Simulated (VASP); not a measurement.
Here is a VASP 6.6.1 calculation.

File INCAR:

```
SYSTEM = Ir
PREC = Accurate
ENCUT = 560
EDIFF = 1E-7
ISMEAR = -1
SIGMA = 0.1
LREAL = .False.
LASPH = .True.
NELM = 120
ALGO = Normal
ISIF = 3
LWAVE = .False.
LCHARG = .False.
GGA = CA
IBRION = 2
NSW = 80
EDIFFG = -0.01
GGA_COMPAT = .False.
NELMIN = 4
```

File KPOINTS:

```
regular mesh
0
Gamma
  5 5 5
  0 0 0
```

Contents of POSCAR:

```
Ir
1.0
    4.8373408790      0.0000000000      0.0000000000
    0.0000000000      4.8373408790      0.0000000000
    0.0000000000      0.0000000000      4.8373408790
Ir
8
Direct
    0.0000000000      0.0000000000      0.0000000000
    0.5000000000      0.5000000000      0.5000000000
    0.2500000000      0.0000000000      0.5000000000
    0.7500000000      0.0000000000      0.5000000000
    0.5000000000      0.2500000000      0.0000000000
    0.5000000000      0.7500000000      0.0000000000
    0.0000000000      0.5000000000      0.2500000000
    0.0000000000      0.5000000000      0.7500000000
```

Potentials or basis: VASP PAW LDA potentials, release 64 (Ir_sv_GW).

Command:

```sh
$ cat potpaw_LDA.64/Ir_sv_GW/POTCAR > POTCAR
$ mpirun -np 1 vasp_std > vasp.out
```

(1) Estimate the relaxed volume.

(2) Estimate the relaxed cell.

## Answers

(1) 14.37 Å³/atom.

(2) a = 4.863 Å, b = 4.863 Å, c = 4.863 Å, α = 90.00°, β = 90.00°, γ = 90.00°.
